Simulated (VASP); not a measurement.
# HgSe (F-43m) in VASP: elastic constants with PBEsol

Aim: the elastic constants of HgSe with PBEsol.

Everything below comes from runs of VASP 6.6.1. Logs are shortened: lines on timing, memory, paths and dates and some standing lists are left out, and cuts for length are marked.

## 1. The cell of the first run

The structure is cubic, space group F-43m (No. 216). The conventional cell has a = 6.134 Å, b = 6.134 Å, c = 6.134 Å, α = 90.00°, β = 90.00°, γ = 90.00°. Within 3.5 Å of Hg (site symmetry -43m) lie 4 Se at 2.66 Å. Se (site symmetry -43m) has 4 Hg at 2.66 Å within 3.5 Å.

## 2. Elastic constants, PBEsol

Input file INCAR:

```
SYSTEM = HgSe
ALGO     = Normal         ! electronic algorithm
EDIFF    = 1E-8           ! SCF threshold, eV
ENCUT    = 500            ! plane-wave cutoff, eV
GGA      = PS             ! functional
GGA_COMPAT= .FALSE.      
IBRION   = 6              ! ionic algorithm
ISIF     = 3              ! what is computed and relaxed
ISMEAR   = -1             ! smearing method
LASPH    = .TRUE.         ! aspherical terms in the spheres
LCHARG   = .FALSE.        ! write CHGCAR
LREAL    = .FALSE.        ! projectors in reciprocal space
LWAVE    = .FALSE.        ! write WAVECAR
NELM     = 120            ! most SCF steps
NFREE    = 2            
NSW      = 1              ! ionic steps
POTIM    = 0.015          ! step
PREC     = Accurate       ! precision mode
SIGMA    = 0.15           ! smearing width, eV
```

Input file KPOINTS:

```
k-points
0
G
  12 12 12
  0 0 0
```

Input file POSCAR:

```
HgSe
1.0
    0.0000000000      3.0669769453      3.0669769453
    3.0669769453      0.0000000000      3.0669769453
    3.0669769453      3.0669769453      0.0000000000
Hg Se
1 1
Direct
    0.0000000000      0.0000000000      0.0000000000
    0.2500000000      0.2500000000      0.2500000000
```

Potentials or basis: VASP PAW PBE potentials, release 64 (Hg, Se).

The run is started by

```bash
$ cat potpaw_PBE.64/Hg/POTCAR potpaw_PBE.64/Se/POTCAR > POTCAR
$ mpirun -np 1 vasp_std > vasp.out
```

OUTCAR:

```text
SYSTEM = HgSe
   EDIFF = 1E-8
   ENCUT = 500
   GGA = PS
   IBRION = 6
   ISIF = 3
   ISMEAR = -1
   LASPH = .TRUE.
   LREAL = .FALSE.
   NELM = 120
   NFREE = 2
   NSW = 1
   POTIM = 0.015
   PREC = Accurate

 ion  position               nearest neighbor table
   1  0.000  0.000  0.000-   2 2.66   2 2.66   2 2.66   2 2.66
   2  0.250  0.250  0.250-   1 2.66   1 2.66   1 2.66   1 2.66

  LATTYP: Found a face centered cubic cell.
 ALAT       =     6.1339538906

  Lattice vectors:

 A1 = (   0.0000000000,   3.0669769453,   3.0669769453)
 A2 = (   3.0669769453,   0.0000000000,   3.0669769453)
 A3 = (   3.0669769453,   3.0669769453,   0.0000000000)

Analysis of symmetry for initial positions (statically):
=====================================================================
 Subroutine PRICEL returns:
 Original cell was already a primitive cell.

 Routine SETGRP: Setting up the symmetry group for a
 face centered cubic supercell.

 Subroutine GETGRP returns: Found 24 space group operations
 (whereof 24 operations were pure point group operations)
 out of a pool of 48 trial point group operations.

The static configuration has the point symmetry T_d .

Analysis of symmetry for dynamics (positions and initial velocities):
=====================================================================
 Subroutine PRICEL returns:
 Original cell was already a primitive cell.

 Routine SETGRP: Setting up the symmetry group for a
 face centered cubic supercell.

 Subroutine GETGRP returns: Found 24 space group operations
 (whereof 24 operations were pure point group operations)
 out of a pool of 48 trial point group operations.

The dynamic configuration has the point symmetry T_d .

 Subroutine INISYM returns: Found 24 space group operations
 (whereof 24 operations are pure point group operations),
 and found     1 'primitive' translations

----------------------------------------------------------------------------------------

                                     Primitive cell

  volume of cell :      57.6981

  direct lattice vectors                    reciprocal lattice vectors
     0.000000000  3.066976945  3.066976945    -0.163026984  0.163026984  0.163026984
     3.066976945  0.000000000  3.066976945     0.163026984 -0.163026984  0.163026984
     3.066976945  3.066976945  0.000000000     0.163026984  0.163026984 -0.163026984

  length of vectors
     4.337360392  4.337360392  4.337360392     0.282371019  0.282371019  0.282371019

  position of ions in fractional coordinates (direct lattice)
     0.000000000  0.000000000  0.000000000
     0.250000000  0.250000000  0.250000000

  ion indices of the primitive-cell ions
   primitive index   ion index
                 1           1
                 2           2

----------------------------------------------------------------------------------------

 KPOINTS: k-points

Automatic generation of k-mesh.
 Grid dimensions read from file:
 generate k-points for:   12   12   12

 Generating k-lattice:

  Cartesian coordinates                     Fractional coordinates (reciprocal lattice)
    -0.013585582  0.013585582  0.013585582     0.083333333  0.000000000  0.000000000
     0.013585582 -0.013585582  0.013585582     0.000000000  0.083333333  0.000000000
[... 106 lines left out ...]
  energy without entropy =       -4.80542159  energy(sigma->0) =       -4.80918682

------------------------ aborting loop because EDIFF is reached ----------------------------------------

  FORCE on cell =-STRESS in cart. coord.  units (eV):
  Direction    XX          YY          ZZ          XY          YZ          ZX
  --------------------------------------------------------------------------------------
  -------------------------------------------------------------------------------------
  Total        0.1047475      0.1047475      0.1047475      0.0000000      0.0000000      0.0000000
  in kB        2.9086586      2.9086586      2.9086586      0.0000000      0.0000000      0.0000000
  external PRESSURE =       2.9086586 kB  Pullay stress =       0.0000000 kB
[... 89 lines left out ...]
  FREE ENERGIE OF THE ION-ELECTRON SYSTEM (eV)
  ---------------------------------------------------
  free  energy   TOTEN  =        -4.8088169678 eV

  energy  without entropy=       -4.8016136019  energy(sigma->0) =       -4.80521528

[... ionic steps 4 to 14 ...]

--------------------------------------- Ionic step       15  -------------------------------------------

 number of electron      18.0000001 magnetization

------------------------ aborting loop because EDIFF is reached ----------------------------------------
[... 67 lines left out ...]
--------------------------------------- Ionic step       17  -------------------------------------------

 number of electron      18.0000001 magnetization

 Free energy of the ion-electron system (eV)
  ---------------------------------------------------
  ext. energy  EPLUGINS =         0.00000000
  ---------------------------------------------------
  free energy    TOTEN  =        -4.81257084 eV

  energy without entropy =       -4.80504504  energy(sigma->0) =       -4.80880794

 E-fermi :   1.6363     XC(G=0):  -9.1377

 val. band max:        1.3695082074   @ k =   0.0000   0.0000   0.0000
 cond. band min:       1.6921915519   @ k =   0.0000   0.0833   0.0000
 fundamental gap:      0.3226833445
 Fermi energy:         1.6362760429

 k-point     1 :       0.0000    0.0000    0.0000
  band No.  band energies     occupation
      1     -11.9476      2.00000
      2      -5.6711      2.00000
      3      -5.6549      2.00000
      4      -5.6384      2.00000
      5      -4.9455      2.00000
      6      -4.9452      2.00000
      7       0.3042      1.99972
      8       1.3652      1.71808
      9       1.3684      1.71283
     10       1.3695      1.71101
     11       6.8105      0.00000
     12       6.8182      0.00000
     13       6.8272      0.00000
[... 354 lines left out ...]
  band No.  band energies     occupation
      1     -11.4442      2.00000
      2      -5.4576      2.00000
      3      -5.4175      2.00000
      4      -4.9669      2.00000
      5      -4.9194      2.00000
      6      -4.6540      2.00000
      7      -3.8287      2.00000
      8      -0.6317      2.00000
      9       0.1951      1.99987
     10       3.4893      0.00001
     11       6.7590      0.00000
     12       8.0941      0.00000
     13       8.1685      0.00000

 [... further k-points ...]
[... 5 lines left out ...]
  --------------------------------------------------------------------------------------
  -------------------------------------------------------------------------------------
  Total        0.1050235      0.1067954      0.1067954      0.0000000      0.0762894      0.0000000
  in kB        2.9163232      2.9655238      2.9655238      0.0000000      2.1184268      0.0000000
  external PRESSURE =       2.9491236 kB  Pullay stress =       0.0000000 kB
[... 17 lines left out ...]
  FREE ENERGIE OF THE ION-ELECTRON SYSTEM (eV)
  ---------------------------------------------------
  free  energy   TOTEN  =        -4.8125708421 eV

  energy  without entropy=       -4.8050450403  energy(sigma->0) =       -4.80880794

 INTERNAL STRAIN TENSORS FROM STRAINED CELLS
 ============================================

 INTERNAL STRAIN TENSOR FOR ION    1 for displacements in x,y,z  (eV/Angst):
          X           Y           Z          XY          YZ          ZX
  --------------------------------------------------------------------------------
  x    -0.00000    -0.00000    -0.00000     0.00000     5.08341     0.00000
  y    -0.00000    -0.00000    -0.00000     0.00000    -0.00000     5.08342
  z     0.00000    -0.00000     0.00000     5.08368    -0.00000     0.00000

 INTERNAL STRAIN TENSORS FROM DISPLACED ATOMS
 ============================================

 INTERNAL STRAIN TENSOR FOR ION    1 for displacements in x,y,z  (eV/Angst):
          X           Y           Z          XY          YZ          ZX
  --------------------------------------------------------------------------------
  x     0.00000     0.00000     0.00000     0.00000     5.08339     0.00000
  y     0.00000    -0.00000     0.00000     0.00000     0.00000     5.08339
  z     0.00000     0.00000     0.00000     5.08339     0.00000     0.00000

 INTERNAL STRAIN TENSOR FOR ION    2 for displacements in x,y,z  (eV/Angst):
          X           Y           Z          XY          YZ          ZX
  --------------------------------------------------------------------------------
  x     0.00000     0.00000     0.00000     0.00000    -5.10365     0.00000
  y     0.00000     0.00000     0.00000     0.00000     0.00000    -5.10365
  z     0.00000     0.00000     0.00000    -5.10365     0.00000     0.00000

 Eigenvectors and eigenvalues of the dynamical matrix
 ----------------------------------------------------

   1 f  =    3.821949 THz    24.014016 2PiTHz  127.486505 cm-1    15.806305 meV
             X         Y         Z           dx          dy          dz
      0.000000  0.000000  0.000000     0.520421   -0.106843    0.016770
      1.533488  1.533488  1.533488    -0.829315    0.170259   -0.026724
[... 21 lines left out ...]
   6 f/i=    0.000343 THz     0.002156 2PiTHz    0.011447 cm-1     0.001419 meV
             X         Y         Z           dx          dy          dz
      0.000000  0.000000  0.000000    -0.712327    0.400127    0.223504
      1.533488  1.533488  1.533488    -0.447008    0.251092    0.140256

--------------------------------------------------------------------------------------------------------

 ELASTIC MODULI CONTR FROM IONIC RELAXATION (kBar)
 Direction    XX          YY          ZZ          XY          YZ          ZX
 --------------------------------------------------------------------------------
 XX          -0.0000     -0.0000     -0.0000     -0.0000     -0.0000     -0.0000
 YY          -0.0000     -0.0000     -0.0000     -0.0000     -0.0000      0.0000
 ZZ          -0.0000     -0.0000     -0.0000     -0.0000     -0.0000     -0.0000
 XY          -0.0000     -0.0000     -0.0000   -212.7266      0.0000      0.0000
 YZ          -0.0000     -0.0000     -0.0000      0.0000   -212.7266      0.0000
 ZX          -0.0000      0.0000     -0.0000      0.0000      0.0000   -212.7266
 --------------------------------------------------------------------------------

 TOTAL ELASTIC MODULI (kBar)
 Direction    XX          YY          ZZ          XY          YZ          ZX
 --------------------------------------------------------------------------------
 XX         622.7782    476.6810    476.6810     -0.0000     -0.0000     -0.0000
 YY         476.6810    622.7782    476.6810     -0.0000     -0.0000      0.0000
 ZZ         476.6810    476.6810    622.7782     -0.0000     -0.0000     -0.0000
 XY          -0.0000     -0.0000     -0.0000    217.6968      0.0000      0.0000
 YZ          -0.0000     -0.0000     -0.0000      0.0000    217.6968      0.0000
 ZX          -0.0000      0.0000     -0.0000      0.0000      0.0000    217.6968
 --------------------------------------------------------------------------------
```

It took 28 min on 1 thread of Intel Xeon Platinum 8259CL at 2.50GHz (Skylake/Cascade Lake), shared host; peak memory 0.68 GiB.

What came out:

* Elastic constants C11, C12, C44: 62, 48, 22 GPa
* Voigt bulk modulus: 53 GPa
* Highest phonon frequency at Γ, LO-TO splitting left out: 127 cm⁻¹

Phonon frequencies in cm⁻¹ (negative: imaginary):
```tsv
q point	frequencies
(0.000, 0.000, 0.000)	0 0 0 127 127 127
```

Elastic tensor in Voigt notation (GPa, in the Cartesian axes of the cell as first typed):
```
62 48 48  0  0  0
48 62 48  0  0  0
48 48 62  0  0  0
 0  0  0 22  0  0
 0  0  0  0 22  0
 0  0  0  0  0 22
```

Clamped-ion elastic tensor (GPa):
```
62 48 48  0  0  0
48 62 48  0  0  0
48 48 62  0  0  0
 0  0  0 43  0  0
 0  0  0  0 43  0
 0  0  0  0  0 43
```

Caveat: the PAW data sets were made with another functional, which shifts forces and pressure a little; spin-orbit coupling is left out, which moves the levels of the heavy elements.
